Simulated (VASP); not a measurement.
Write the native input for VASP 6.6.1 that does the following.

- Task: single point
- Functional: PBE
- Potentials or basis: VASP PAW PBE potentials, release 64 (Ga_d, N)
- Cutoff: 520 eV
- k mesh: 4 × 4 × 2
- Occupations: gaussian, width 0.1 eV
- Spin: no spin polarisation
- Dipole correction: no
- Further INCAR settings: ALGO = Normal; EDIFF = 1e-07; NBANDS = 66

The structure of GaN lies in POSCAR:

```
GaN
1.0
    1.5818166056     -2.7397867291      0.0000000000
   -4.7454498166     -2.7397867291      0.0000000000
    0.0000000000      0.0000000000     -7.4392964952
Ga N
6 6
Direct
    0.5000000000      1.0000000000      0.8333333333
    0.0000000000      0.5000000000      0.8333333333
    0.7500000000      0.7500000000      0.1666666667
    0.2500000000      0.2500000000      0.1666666667
    0.2500000000      0.7500000000      0.5000000000
    0.7500000000      0.2500000000      0.5000000000
    0.7500000000      0.7500000000      0.6666666667
    0.2500000000      0.2500000000      0.6666666667
    0.2500000000      0.7500000000      1.0000000000
    0.7500000000      0.2500000000      1.0000000000
    0.5000000000      1.0000000000      0.3333333333
    0.0000000000      0.5000000000      0.3333333333
```

These files were run (other wordings do the same):

INCAR

```
SYSTEM = GaN
PREC = Accurate
ENCUT = 520
EDIFF = 1E-7
ISMEAR = 0
SIGMA = 0.1
LREAL = .False.
LASPH = .True.
NELM = 100
ALGO = Normal
ISIF = 2
LWAVE = .False.
LCHARG = .False.
GGA = PE
NBANDS = 66
```

KPOINTS

```
regular mesh
0
Gamma
  4 4 2
  0 0 0
```

Potentials or basis: VASP PAW PBE potentials, release 64 (Ga_d, N).

Command:

```console
$ cat potpaw_PBE.64/Ga_d/POTCAR potpaw_PBE.64/N/POTCAR > POTCAR
$ mpirun -np 1 vasp_std > vasp.out
```

Results of the run:

| Quantity | Value |
| --- | --- |
| Pressure | 0.2 GPa |
| Largest force | 0.009 eV/Å |
| Band gap on the k mesh | 1.19 eV |

Caveat: the k points lie up to 0.50 Å⁻¹ apart.

Run time: 100 s on 1 thread of Intel(R) Xeon(R) 6975P-C (Granite Rapids) (shared host), peak memory 0.27 GiB.
